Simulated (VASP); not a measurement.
# Hg (P6_3/mmc) in VASP: single point with r2SCAN

Aim: the single point of Hg with r2SCAN.

All numbers are computed with VASP 6.6.1; they aren't measurements. Logs are shortened: lines on timing, memory, paths and dates and some standing lists are left out, and cuts for length are marked.

### Step 1. The cell of the first run

Symmetry: P6_3/mmc, No. 194, hexagonal system. The conventional cell has a = 3.462 Å, b = 3.462 Å, c = 5.488 Å, α = 90.00°, β = 90.00°, γ = 120.00°. Within 4.5 Å of Hg (site symmetry -6m2) lie 12 Hg at 3.39 to 3.46 Å.

### Step 2. Single point, r2SCAN, collinear spin, zero start

POSCAR reads:

```
Hg
1.0
    3.4618096400      0.0000000000      0.0000000000
   -1.7309048200      2.9980150900      0.0000000000
    0.0000000000      0.0000000000      5.4875482800
Hg
2
Direct
    0.6666666667      0.3333333333      0.7500000000
    0.3333333333      0.6666666667      0.2500000000
```

INCAR.step1 reads:

```
SYSTEM = Hg
PREC = Accurate
ENCUT = 520
ISMEAR = 1
SIGMA = 0.05
LREAL = .FALSE.
LASPH = .TRUE.
NELM = 150
ISPIN = 2
MAGMOM = 0 0
NBANDS = 23
GGA = PE
ALGO = Normal
EDIFF = 1E-4
LWAVE = .TRUE.
LCHARG = .FALSE.
```

INCAR.step2 reads:

```
SYSTEM = Hg
PREC = Accurate
ENCUT = 520
EDIFF = 1E-7
ISMEAR = 1
SIGMA = 0.05
LREAL = .FALSE.
LASPH = .TRUE.
NELM = 150
ALGO = Normal
ISIF = 2
LWAVE = .FALSE.
LCHARG = .FALSE.
ISPIN = 2
MAGMOM = 0 0
LORBIT = 11
METAGGA = R2SCAN
LMIXTAU = .TRUE.
NBANDS = 23
ISTART = 1
```

KPOINTS reads:

```
regular mesh
0
G
  9 9 5
  0 0 0
```

Potentials or basis: VASP PAW PBE potentials, release 64 (Hg).

Started as:

```bash
$ cat potpaw_PBE.64/Hg/POTCAR > POTCAR
$ cp INCAR.step1 INCAR
$ mpirun -np 1 vasp_std > vasp.out
$ cp INCAR.step2 INCAR
$ mpirun -np 1 vasp_std > vasp.out
```

OUTCAR:

```text
SYSTEM = Hg
   PREC = Accurate
   ENCUT = 520
   EDIFF = 1E-7
   ISMEAR = 1
   LREAL = .FALSE.
   LASPH = .TRUE.
   NELM = 150
   ISIF = 2
   ISPIN = 2
   LORBIT = 11
   METAGGA = R2SCAN
   ISTART = 1

 ion  position               nearest neighbor table
   1  0.667  0.333  0.750-   2 3.39   2 3.39   2 3.39   2 3.39   2 3.39   2 3.39
   2  0.333  0.667  0.250-   1 3.39   1 3.39   1 3.39   1 3.39   1 3.39   1 3.39

  LATTYP: Found a hexagonal cell.
 ALAT       =     3.4618096400
 C/A-ratio  =     1.5851675426

  Lattice vectors:

 A1 = (   3.4618096400,   0.0000000000,   0.0000000000)
 A2 = (  -1.7309048200,   2.9980150900,   0.0000000000)
 A3 = (   0.0000000000,   0.0000000000,   5.4875482800)

Analysis of symmetry for initial positions (statically):
=====================================================================
 Subroutine PRICEL returns:
 Original cell was already a primitive cell.

 Routine SETGRP: Setting up the symmetry group for a
 hexagonal supercell.

 Subroutine GETGRP returns: Found 24 space group operations
 (whereof 12 operations were pure point group operations)
 out of a pool of 24 trial point group operations.

The static configuration has the point symmetry D_3d.
 The point group associated with its full space group is D_6h.

Analysis of symmetry for dynamics (positions and initial velocities):
=====================================================================
 Subroutine PRICEL returns:
 Original cell was already a primitive cell.

 Routine SETGRP: Setting up the symmetry group for a
 hexagonal supercell.

 Subroutine GETGRP returns: Found 24 space group operations
 (whereof 12 operations were pure point group operations)
 out of a pool of 24 trial point group operations.

The dynamic configuration has the point symmetry D_3d.
 The point group associated with its full space group is D_6h.

Analysis of structural, dynamic, and magnetic symmetry:
=====================================================================
 Subroutine PRICEL returns:
 Original cell was already a primitive cell.

 Routine SETGRP: Setting up the symmetry group for a
 hexagonal supercell.

 Subroutine GETGRP returns: Found 24 space group operations
 (whereof 12 operations were pure point group operations)
 out of a pool of 24 trial point group operations.

The overall configuration has the point symmetry D_3d.
 The point group associated with its full space group is D_6h.

 Subroutine INISYM returns: Found 24 space group operations
 (whereof 12 operations are pure point group operations),
 and found     1 'primitive' translations

----------------------------------------------------------------------------------------

                                     Primitive cell

  volume of cell :      56.9528

  direct lattice vectors                    reciprocal lattice vectors
     3.461809640  0.000000000  0.000000000     0.288866259  0.166777012  0.000000000
    -1.730904820  2.998015090  0.000000000     0.000000000  0.333554025  0.000000000
     0.000000000  0.000000000  5.487548280     0.000000000  0.000000000  0.182230743

  length of vectors
     3.461809640  3.461809639  5.487548280     0.333554025  0.333554025  0.182230743

  position of ions in fractional coordinates (direct lattice)
     0.666666667  0.333333333  0.750000000
     0.333333333  0.666666667  0.250000000

  ion indices of the primitive-cell ions
   primitive index   ion index
                 1           1
                 2           2

----------------------------------------------------------------------------------------

 KPOINTS: regular mesh

Automatic generation of k-mesh.
 Grid dimensions read from file:
 generate k-points for:    9    9    5

 Generating k-lattice:

  Cartesian coordinates                     Fractional coordinates (reciprocal lattice)
     0.032096251  0.018530779  0.000000000     0.111111111  0.000000000  0.000000000
     0.000000000  0.037061558  0.000000000     0.000000000  0.111111111  0.000000000
     0.000000000  0.000000000  0.036446149     0.000000000  0.000000000  0.200000000

  Length of vectors
     0.037061558  0.037061558  0.036446149

  Shift w.r.t. Gamma in fractional coordinates (k-lattice)
     0.000000000  0.000000000  0.000000000

 Subroutine IBZKPT returns following result:
 ===========================================

 Found     36 irreducible k-points:

 Following reciprocal coordinates:
            Coordinates               Weight
  0.000000  0.000000  0.000000      1.000000
  0.111111  0.000000  0.000000      6.000000
  0.222222 -0.000000  0.000000      6.000000
  0.333333  0.000000  0.000000      6.000000
  0.444444 -0.000000  0.000000      6.000000
  0.111111  0.111111  0.000000      6.000000
[... 16 lines left out ...]
  0.333333  0.222222  0.200000     24.000000
  0.333333  0.333333  0.200000      4.000000
 [... further k-points ...]
   k-points           NKPTS =     36   k-points in BZ     NKDIM =     36   number of bands    NBANDS=     23
   number of dos      NEDOS =    301   number of ions     NIONS =      2
   total plane-waves  NPLWV =  32928
   dimension x,y,z NGX =    28 NGY =   28 NGZ =   42
   dimension x,y,z NGXF=    56 NGYF=   56 NGZF=   84
   ions per type =               2
   NGX,Y,Z   is equivalent  to a cutoff of  13.45, 13.45, 12.72 a.u.
   NGXF,Y,Z  is equivalent  to a cutoff of  26.89, 26.89, 25.45 a.u.
 SYSTEM =  Hg
   PREC   = accura    normal or accurate (medium, high low for compatibility)
   ISTART =      1    job   : 0-new  1-cont  2-samecut
   ICHARG =      0    charge: 1-file 2-atom 10-const
   ISPIN  =      2    spin polarized calculation?
   LNONCOLLINEAR =      F non collinear calculations
   LSORBIT =      F    spin-orbit coupling
   LASPH  =      T    aspherical Exc in radial PAW
   ENCUT  =  520.0 eV  38.22 Ry    6.18 a.u.   6.44  6.44 10.20*2*pi/ulx,y,z
   NELM   =    150;   NELMIN=  2; NELMDL=  0     # of ELM steps
   EDIFF  = 0.1E-06   stopping-criterion for ELM
   LREAL  =      F    real-space projection
   EDIFFG = 0.1E-05   stopping-criterion for IOM
   NSW    =      0    number of steps for IOM
   IBRION =     -1    ionic relax: 0-MD 1-quasi-New 2-CG
   NFREE  =      0    steps in history (QN), initial steepest desc. (CG)
   ISIF   =      2    stress and relaxation
   ISYM   =      2    0-nonsym 1-usesym 2-fastsym
   POTIM  = 0.5000    time-step for ionic-motion
   TEBEG  =    0.0;   TEEND  =   0.0 temperature during run
   PSTRESS=    0.0 pullay stress
   NELECT =      24.0000    total number of electrons
   NUPDOWN=      -1.0000    fix difference up-down
   EMIN   =  10.00;   EMAX   =-10.00  energy-range for DOS
   EFERMI =   0.00;   METHOD = LEGACY
   ISMEAR =     1;   SIGMA  =   0.05  broadening in eV -4-tet -1-fermi 0-gaus
   EFERMI_NEDOS =   21; number of points for ismear=-14 and -15
   IALGO  =     38    algorithm
   IMIX   =      4    mixing-type and parameters
     AMIX     =   0.40;   BMIX     =  1.00
     AMIX_MAG =   1.60;   BMIX_MAG =  1.00
  volume/ion in A,a.u.               =      28.48       192.17
  Fermi-wavevector in a.u.,A,eV,Ry     =   1.227364  2.319382 20.496128  1.506423
  Thomas-Fermi vector in A             =   2.362330
   LORBIT       =     11    0 simple, 1 ext, 2 COOP (PROOUT), +10 PAW based schemes
   METAGGA = R2SCAN    functional components
   LHFCALC =     F    Hartree Fock is set to
   AEXX    =    0.0000 exact exchange contribution
   IVDW    =     0    specifies the selected vdW correction
   LEPSILON=     F    determine dielectric tensor
   LRPA    =     F    only Hartree local field effects (RPA)
 spin polarized calculation
 Methfessel and Paxton  Order N= 1 SIGMA  =   0.05
  energy-cutoff  :      520.00
  volume of cell :       56.95
 maximum number of plane-waves:      1553
 NGX is ok and might be reduce to    28
   NGX = 13   NGY = 13   NGZ = 21

 number of electron      24.0000000 magnetization       0.0000000

 number of electron      24.0000000 magnetization      -0.0000000

 Free energy of the ion-electron system (eV)
  ---------------------------------------------------
  ext. energy  EPLUGINS =         0.00000000
  ---------------------------------------------------
  free energy    TOTEN  =       -98.72048402 eV

  energy without entropy =      -98.72037820  energy(sigma->0) =      -98.72044874

 E-fermi :   0.8372     XC(G=0): -10.3454

 val. band max:        0.8154164859   @ k =   0.2222   0.2222   0.0000
 cond. band min:       1.0958713104   @ k =   0.1111   0.0000   0.0000
 fundamental gap:      0.2804548245
 Fermi energy:         0.8372220687

 spin component 1

 k-point     1 :       0.0000    0.0000    0.0000
  band No.  band energies     occupation
      1      -6.5238      1.00000
      2      -6.1086      1.00000
      3      -5.4892      1.00000
      4      -5.4855      1.00000
      5      -5.4855      1.00000
      6      -5.3875      1.00000
[... 15 lines left out ...]
     22      19.0707      0.00000
     23      19.0707      0.00000
[... 575 lines left out ...]
      1      -5.8776      1.00000
      2      -5.7360      1.00000
      3      -5.7360      1.00000
      4      -5.3909      1.00000
      5      -5.3626      1.00000
      6      -5.3626      1.00000
[... 15 lines left out ...]
     22      19.8852      0.00000
     23      20.5345      0.00000

 [... further k-points ...]

 spin component 2

 k-point     1 :       0.0000    0.0000    0.0000
  band No.  band energies     occupation
      1      -6.5238      1.00000
      2      -6.1086      1.00000
      3      -5.4892      1.00000
      4      -5.4855      1.00000
      5      -5.4855      1.00000
      6      -5.3875      1.00000
[... 15 lines left out ...]
     22      19.0707      0.00000
     23      19.0707      0.00000
[... 575 lines left out ...]
      1      -5.8776      1.00000
      2      -5.7360      1.00000
      3      -5.7360      1.00000
      4      -5.3909      1.00000
      5      -5.3626      1.00000
      6      -5.3626      1.00000
[... 15 lines left out ...]
     22      19.8852      0.00000
     23      20.5345      0.00000

 [... further k-points ...]
[... 5 lines left out ...]
  --------------------------------------------------------------------------------------
  -------------------------------------------------------------------------------------
  Total       -0.0088547     -0.0088547      0.0219841      0.0000000      0.0000000      0.0000000
  in kB       -0.2490970     -0.2490970      0.6184483      0.0000000      0.0000000      0.0000000
  external PRESSURE =       0.0400847 kB  Pullay stress =       0.0000000 kB

 VOLUME and BASIS-vectors are now :
 -----------------------------------------------------------------------------
  energy-cutoff  :      520.00
  volume of cell :       56.95
      direct lattice vectors                 reciprocal lattice vectors
     3.461809640  0.000000000  0.000000000     0.288866259  0.166777012  0.000000000
    -1.730904820  2.998015090  0.000000000     0.000000000  0.333554025  0.000000000
     0.000000000  0.000000000  5.487548280     0.000000000  0.000000000  0.182230743

 POSITION                                       TOTAL-FORCE (eV/Angst)
 -----------------------------------------------------------------------------------
      1.73090      0.99934      4.11566        -0.000000      0.000000      0.000000
     -0.00000      1.99868      1.37189         0.000000     -0.000000      0.000000
 -----------------------------------------------------------------------------------
    total drift:                                0.000000     -0.000000      0.000000

  FREE ENERGIE OF THE ION-ELECTRON SYSTEM (eV)
  ---------------------------------------------------
  free  energy   TOTEN  =       -98.7204840171 eV

  energy  without entropy=      -98.7203782002  energy(sigma->0) =      -98.72044874

 total charge

# of ion       s       p       d       tot
------------------------------------------
    1        0.989   0.114   9.341  10.445
    2        0.989   0.114   9.341  10.445
--------------------------------------------------
tot          1.979   0.228  18.683  20.889

 magnetization (x)

# of ion       s       p       d       tot
------------------------------------------
    1       -0.000  -0.000  -0.000  -0.000
    2       -0.000  -0.000  -0.000  -0.000
--------------------------------------------------
tot         -0.000  -0.000  -0.000  -0.000
```

Wall time 4 min (1 thread of Intel Xeon 6975P-C (Granite Rapids), shared host); peak memory 0.26 GiB.

What came out:

```
Free energy                                           : -98.7205 eV
Pressure                                              : 0.0 GPa
Band gap on the k mesh                                : zero (filled and empty bands overlap)
Net moment                                            : 0.00 μB per cell
Valence electrons inside the program's atomic spheres : Hg 10.45
```

Stress tensor (GPa, compression positive):
```
-0.02  0.00  0.00
 0.00 -0.02  0.00
 0.00  0.00  0.06
```

Levels at points of the mesh, in eV from the Fermi level:
Spin up:
```tsv
k point	band 10	band 11	band 12	band 13	band 14	band 15
(0.00, 0.00, 0.00)	-5.62	-5.62	-1.31	-0.12	11.48	11.48
```
Spin down:
```csv
k point,band 9,band 10,band 11,band 12,band 13,band 14,band 15,band 16
"(0.00, 0.00, 0.00)",-6.14,-5.62,-5.62,-1.31,-0.12,11.48,11.48,13.40
```

Caveat: the PAW data sets were made with another functional, which shifts forces and pressure a little; spin-orbit coupling is left out, which moves the levels of the heavy elements.
